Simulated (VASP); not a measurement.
Wanted: the native input for a VASP 6.6.1 run.

```yaml
Task: single point
Functional: PBEsol
Potentials_or_basis: VASP PAW PBE potentials, release 64 (Au)
Cutoff: 520 eV
k_mesh: 20 × 20 × 20
Occupations: gaussian, width 0.15 eV
Spin: no spin polarisation
Dipole_correction: no
Further_INCAR_settings: ALGO = Normal; EDIFF = 1e-06; NBANDS = 12
```

The structure of Au lies in POSCAR:

```
Au
1.0
    0.0000000000      2.0966375000      1.9432250000
    2.0966375000      0.0000000000      1.9432250000
    2.0966375000      2.0966375000      0.0000000000
Au
1
Direct
    0.0000000000      0.0000000000      0.0000000000
```

This cell differs from its parent crystal: strain +0.025 along x and y, -0.050 along z.

These files were run (other wordings do the same):

INCAR

```
PREC = Accurate ; ENCUT = 520
EDIFF = 1E-6 ; ISMEAR = 0
SIGMA = 0.15 ; LREAL = F
LASPH = T ; NELM = 60
ALGO = Normal ; ISIF = 2
LWAVE = F ; LCHARG = T
GGA = PS ; LELF = T
LVHAR = T ; NBANDS = 12
```

KPOINTS

```
Automatic mesh
0
Gamma
  20 20 20
```

Potentials or basis: VASP PAW PBE potentials, release 64 (Au).

The run is started by

```sh
$ cat potpaw_PBE.64/Au/POTCAR > POTCAR
$ mpirun -np 1 vasp_std > vasp.out
```

Results of the run:

```json
{
 "Pressure": "-0.8 GPa"
}
```

Caveat: the cell differs from its parent crystal (strain +0.025 along x and y, -0.050 along z); the PAW data sets were made with another functional, which shifts forces and pressure a little.

It took 88 s on 1 thread of Intel(R) Xeon(R) Platinum 8175M CPU @ 2.50GHz (Skylake/Cascade Lake) (shared host), peak memory 0.25 GiB.
